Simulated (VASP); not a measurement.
A run of VASP 6.6.1:

Contents of INCAR:

```
ALGO     = Normal         # electronic algorithm
EDIFF    = 1E-6           # SCF threshold, eV
ENCUT    = 500            # plane-wave cutoff, eV
GGA      = PE             # functional
GGA_COMPAT= F            
ISIF     = 2              # what is computed and relaxed
ISMEAR   = 0              # smearing method
LASPH    = T              # aspherical terms in the spheres
LCHARG   = F              # write CHGCAR
LREAL    = F              # projectors in reciprocal space
LWAVE    = F              # write WAVECAR
NBANDS   = 22             # bands
NELM     = 120            # most SCF steps
PREC     = Accurate       # precision mode
SIGMA    = 0.2            # smearing width, eV
```

The input KPOINTS:

```
k-points
0
Gamma
  4 4 4
```

POSCAR

```
GaSb3
1.0
    4.7129034700      0.0000000000      0.0000000000
    0.0000000000      4.7129034700      0.0000000000
    0.0000000000      0.0000000000      4.7129034700
Ga Sb
1 3
Direct
    0.0000000000      0.0000000000      0.0000000000
    0.0000000000      0.5000000000      0.5000000000
    0.5000000000      0.0000000000      0.5000000000
    0.5000000000      0.5000000000      0.0000000000
```

Potentials or basis: VASP PAW PBE potentials, release 64 (Ga_d, Sb).

Run with:

```console
$ cat potpaw_PBE.64/Ga_d/POTCAR potpaw_PBE.64/Sb/POTCAR > POTCAR
$ mpirun -np 1 vasp_std > vasp.out
```

Hardware: 1 thread of AMD EPYC 7R43 64-Core Processor (Zen 3), on a shared host.

Task: Estimate the wall time of this run.

Result: It took 22 s on 1 thread of AMD EPYC 7R43 64-Core Processor (Zen 3) (shared host), peak memory 0.17 GiB. Counts: scf iterations 11, k points 10.
